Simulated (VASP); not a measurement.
# Na (R-3m) in VASP: further runs, part 2 of 2

VASP 6.6.1. Earlier steps stand in the parts before.

## 3. Single point, PBEsol

This run uses another cell than the first one, of 41.11 Å³/atom.

Input file INCAR:

```
SYSTEM = Na
PREC = Accurate
ENCUT = 520
EDIFF = 1E-6
ISMEAR = 0
SIGMA = 0.1
LREAL = .False.
LASPH = .True.
NELM = 60
ALGO = Fast
ISIF = 2
LWAVE = .False.
LCHARG = .False.
GGA = PS
NBANDS = 54
```

Input file KPOINTS:

```
Automatic mesh
0
Gamma
  3 3 3
  0 0 0
```

Input file POSCAR:

```
Na
1.0
    4.6868565064      2.7059578656      6.4832070101
   -4.6868565064      2.7059578656      6.4832070101
    0.0000000000     -5.4119157312      6.4832070101
Na
12
Direct
    0.1281011848      0.4933211566      0.1281011848
    0.1281011848      0.1281011848      0.4933211566
    0.4933211566      0.1281011848      0.1281011848
    0.8718988152      0.5066788434      0.8718988152
    0.5066788434      0.8718988152      0.8718988152
    0.8718988152      0.8718988152      0.5066788434
    0.2957666781      0.6837128441      0.2957666781
    0.2957666781      0.2957666781      0.6837128441
    0.6837128441      0.2957666781      0.2957666781
    0.7042333219      0.3162871559      0.7042333219
    0.3162871559      0.7042333219      0.7042333219
    0.7042333219      0.7042333219      0.3162871559
```

Potentials or basis: VASP PAW PBE potentials, release 64 (Na_pv).

On the command line:

```console
$ cat potpaw_PBE.64/Na_pv/POTCAR > POTCAR
$ mpirun -np 1 vasp_std > vasp.out
```

OUTCAR:

```text
SYSTEM = Na
   PREC = Accurate
   ENCUT = 520
   EDIFF = 1E-6
   ISMEAR = 0
   LREAL = .False.
   LASPH = .True.
   NELM = 60
   ISIF = 2
   GGA = PS

 ion  position               nearest neighbor table
   1  0.128  0.493  0.128-
   2  0.128  0.128  0.493-
   3  0.493  0.128  0.128-
   4  0.872  0.507  0.872-
   5  0.507  0.872  0.872-
   6  0.872  0.872  0.507-
   7  0.296  0.684  0.296-
   8  0.296  0.296  0.684-
   9  0.684  0.296  0.296-
  10  0.704  0.316  0.704-
  11  0.316  0.704  0.704-
  12  0.704  0.704  0.316-

  LATTYP: Found a trigonal (rhomboedric) cell.
 ALAT       =     8.4451645939
 COS(alpha) =     0.3840051607

  Lattice vectors:

 A1 = (   4.6868565064,   2.7059578656,   6.4832070101)
 A2 = (  -4.6868565064,   2.7059578656,   6.4832070101)
 A3 = (   0.0000000000,  -5.4119157312,   6.4832070101)

Analysis of symmetry for initial positions (statically):
=====================================================================
 Subroutine PRICEL returns:
 Original cell was already a primitive cell.

 Routine SETGRP: Setting up the symmetry group for a
 trigonal (rhombohedral) supercell.

 Subroutine GETGRP returns: Found 12 space group operations
 (whereof 12 operations were pure point group operations)
 out of a pool of 12 trial point group operations.

The static configuration has the point symmetry D_3d.

Analysis of symmetry for dynamics (positions and initial velocities):
=====================================================================
 Subroutine PRICEL returns:
 Original cell was already a primitive cell.

 Routine SETGRP: Setting up the symmetry group for a
 trigonal (rhombohedral) supercell.

 Subroutine GETGRP returns: Found 12 space group operations
 (whereof 12 operations were pure point group operations)
 out of a pool of 12 trial point group operations.

The dynamic configuration has the point symmetry D_3d.

 Subroutine INISYM returns: Found 12 space group operations
 (whereof 12 operations are pure point group operations),
 and found     1 'primitive' translations

----------------------------------------------------------------------------------------

                                     Primitive cell

  volume of cell :     493.3372

  direct lattice vectors                    reciprocal lattice vectors
     4.686856506  2.705957866  6.483207010     0.106681312  0.061592484  0.051414884
    -4.686856506  2.705957866  6.483207010    -0.106681312  0.061592484  0.051414884
     0.000000000 -5.411915731  6.483207010     0.000000000 -0.123184968  0.051414884

  length of vectors
     8.445164594  8.445164594  8.445164594     0.133484181  0.133484181  0.133484181

  position of ions in fractional coordinates (direct lattice)
     0.128101185  0.493321157  0.128101185
     0.128101185  0.128101185  0.493321157
     0.493321157  0.128101185  0.128101185
     0.871898815  0.506678843  0.871898815
     0.506678843  0.871898815  0.871898815
[... 52 lines left out ...]
  0.333333  0.000000  0.000000      6.000000
  0.333333  0.333333  0.000000      6.000000
 -0.333333  0.333333  0.000000      6.000000
  0.333333  0.333333  0.333333      2.000000
 -0.333333  0.333333  0.333333      6.000000
   k-points           NKPTS =      6   k-points in BZ     NKDIM =      6   number of bands    NBANDS=     54
   number of dos      NEDOS =    301   number of ions     NIONS =     12
   total plane-waves  NPLWV = 262144
   dimension x,y,z NGX =    64 NGY =   64 NGZ =   64
   dimension x,y,z NGXF=   128 NGYF=  128 NGZF=  128
   ions per type =              12
   NGX,Y,Z   is equivalent  to a cutoff of  12.60, 12.60, 12.60 a.u.
   NGXF,Y,Z  is equivalent  to a cutoff of  25.20, 25.20, 25.20 a.u.
 SYSTEM =  Na
   PREC   = accura    normal or accurate (medium, high low for compatibility)
   ISTART =      0    job   : 0-new  1-cont  2-samecut
   ICHARG =      2    charge: 1-file 2-atom 10-const
   ISPIN  =      1    spin polarized calculation?
   LNONCOLLINEAR =      F non collinear calculations
   LSORBIT =      F    spin-orbit coupling
   LASPH  =      T    aspherical Exc in radial PAW
   ENCUT  =  520.0 eV  38.22 Ry    6.18 a.u.  15.70 15.70 15.70*2*pi/ulx,y,z
   NELM   =     60;   NELMIN=  2; NELMDL= -5     # of ELM steps
   EDIFF  = 0.1E-05   stopping-criterion for ELM
   LREAL  =      F    real-space projection
   EDIFFG = 0.1E-04   stopping-criterion for IOM
   NSW    =      0    number of steps for IOM
   IBRION =     -1    ionic relax: 0-MD 1-quasi-New 2-CG
   NFREE  =      0    steps in history (QN), initial steepest desc. (CG)
   ISIF   =      2    stress and relaxation
   ISYM   =      2    0-nonsym 1-usesym 2-fastsym
   POTIM  = 0.5000    time-step for ionic-motion
   TEBEG  =    0.0;   TEEND  =   0.0 temperature during run
   PSTRESS=    0.0 pullay stress
   NELECT =      84.0000    total number of electrons
   NUPDOWN=      -1.0000    fix difference up-down
   EMIN   =  10.00;   EMAX   =-10.00  energy-range for DOS
   EFERMI =   0.00;   METHOD = LEGACY
   ISMEAR =     0;   SIGMA  =   0.10  broadening in eV -4-tet -1-fermi 0-gaus
   EFERMI_NEDOS =   21; number of points for ismear=-14 and -15
   IALGO  =     68    algorithm
   IMIX   =      4    mixing-type and parameters
     AMIX     =   0.40;   BMIX     =  1.00
     AMIX_MAG =   1.60;   BMIX_MAG =  1.00
  volume/ion in A,a.u.               =      41.11       277.43
  Fermi-wavevector in a.u.,A,eV,Ry     =   0.907375  1.714689 11.202068  0.823329
  Thomas-Fermi vector in A             =   2.031174
   LORBIT       =      0    0 simple, 1 ext, 2 COOP (PROOUT), +10 PAW based schemes
   GGA     = PS    functional components
   LHFCALC =     F    Hartree Fock is set to
   AEXX    =    0.0000 exact exchange contribution
   IVDW    =     0    specifies the selected vdW correction
   LEPSILON=     F    determine dielectric tensor
   LRPA    =     F    only Hartree local field effects (RPA)
 non-spin polarized calculation
 RMM-DIIS sequential band-by-band and
 Gauss-broadening in eV      SIGMA  =   0.10
  energy-cutoff  :      520.00
  volume of cell :      493.34
 maximum number of plane-waves:     13299
   NGX = 31   NGY = 31   NGZ = 31

 number of electron      84.0000034 magnetization

 Free energy of the ion-electron system (eV)
  ---------------------------------------------------
  ext. energy  EPLUGINS =         0.00000000
  ---------------------------------------------------
  free energy    TOTEN  =       -15.36252143 eV

  energy without entropy =      -15.33278253  energy(sigma->0) =      -15.34765198

 E-fermi :   0.0701     XC(G=0):  -6.1962

 val. band max:        0.0350534813   @ k =   0.3333   0.3333   0.3333
 cond. band min:       0.0948075351   @ k =   0.3333   0.0000   0.0000
 fundamental gap:      0.0597540538
 Fermi energy:         0.0701353095

 k-point     1 :       0.0000    0.0000    0.0000
  band No.  band energies     occupation
      1     -25.0297      2.00000
      2     -25.0284      2.00000
      3     -25.0128      2.00000
      4     -25.0128      2.00000
      5     -25.0116      2.00000
      6     -25.0116      2.00000
[... 331 lines left out ...]
     53       2.9105      0.00000
     54       3.0716      0.00000

------------------------ aborting loop because EDIFF is reached ----------------------------------------

  FORCE on cell =-STRESS in cart. coord.  units (eV):
  Direction    XX          YY          ZZ          XY          YZ          ZX
  --------------------------------------------------------------------------------------
  -------------------------------------------------------------------------------------
  Total       -0.0068784     -0.0068784     -0.1965930      0.0000000     -0.0000000      0.0000000
  in kB       -0.0223384     -0.0223384     -0.6384616      0.0000000     -0.0000000      0.0000000
  external PRESSURE =      -0.2277128 kB  Pullay stress =       0.0000000 kB

 VOLUME and BASIS-vectors are now :
 -----------------------------------------------------------------------------
  energy-cutoff  :      520.00
  volume of cell :      493.34
      direct lattice vectors                 reciprocal lattice vectors
     4.686856506  2.705957866  6.483207010     0.106681312  0.061592484  0.051414884
    -4.686856506  2.705957866  6.483207010    -0.106681312  0.061592484  0.051414884
     0.000000000 -5.411915731  6.483207010     0.000000000 -0.123184968  0.051414884

 POSITION                                       TOTAL-FORCE (eV/Angst)
 -----------------------------------------------------------------------------------
     -1.71173      0.98827      4.85932         0.004393     -0.002536     -0.014281
      0.00000     -1.97654      4.85932        -0.000000      0.005073     -0.014281
      1.71173      0.98827      4.85932        -0.004393     -0.002536     -0.014281
      1.71173     -0.98827     14.59030        -0.004393      0.002536      0.014281
     -1.71173     -0.98827     14.59030         0.004393      0.002536      0.014281
      0.00000      1.97654     14.59030        -0.000000     -0.005073      0.014281
     -1.81825      1.04977      8.26769         0.027482     -0.015867      0.023965
      0.00000     -2.09953      8.26769        -0.000000      0.031733      0.023965
      1.81825      1.04977      8.26769        -0.027482     -0.015867      0.023965
      1.81825     -1.04977     11.18194        -0.027482      0.015867     -0.023965
     -1.81825     -1.04977     11.18194         0.027482      0.015867     -0.023965
      0.00000      2.09953     11.18194        -0.000000     -0.031733     -0.023965
 -----------------------------------------------------------------------------------
    total drift:                                0.000000     -0.000000      0.000000

  FREE ENERGIE OF THE ION-ELECTRON SYSTEM (eV)
  ---------------------------------------------------
  free  energy   TOTEN  =       -15.3625214255 eV

  energy  without entropy=      -15.3327825260  energy(sigma->0) =      -15.34765198
```

It took 5.2 min on 1 thread of Oxide Virtual Turin-like, shared host; peak memory 0.53 GiB.

Results:

| Item | Value |
| --- | --- |
| Free energy | -15.3625 eV |
| Pressure | 0.0 GPa |
| Largest force | 0.040 eV/Å |
| Band gap on the k mesh | zero (bands 42 and 43 overlap by 0.64 eV) |

Forces on the atoms (eV/Å):
```
Na   0.004 -0.003 -0.014
Na   0.000  0.005 -0.014
Na  -0.004 -0.003 -0.014
Na  -0.004  0.003  0.014
Na   0.004  0.003  0.014
Na   0.000 -0.005  0.014
Na   0.027 -0.016  0.024
Na   0.000  0.032  0.024
Na  -0.027 -0.016  0.024
Na  -0.027  0.016 -0.024
Na   0.027  0.016 -0.024
Na   0.000 -0.032 -0.024
```

Levels at points of the mesh, in eV from the Fermi level:
```
           k point  band 40  band 41  band 42  band 43  band 44  band 45
(0.00, 0.00, 0.00)    -0.48    -0.48    -0.47    -0.23     0.25     0.51
```

Caveat: the PAW data sets were made with another functional, which shifts forces and pressure a little.

The gap in the log of VASP goes by the Fermi energy; the results here count the filled bands.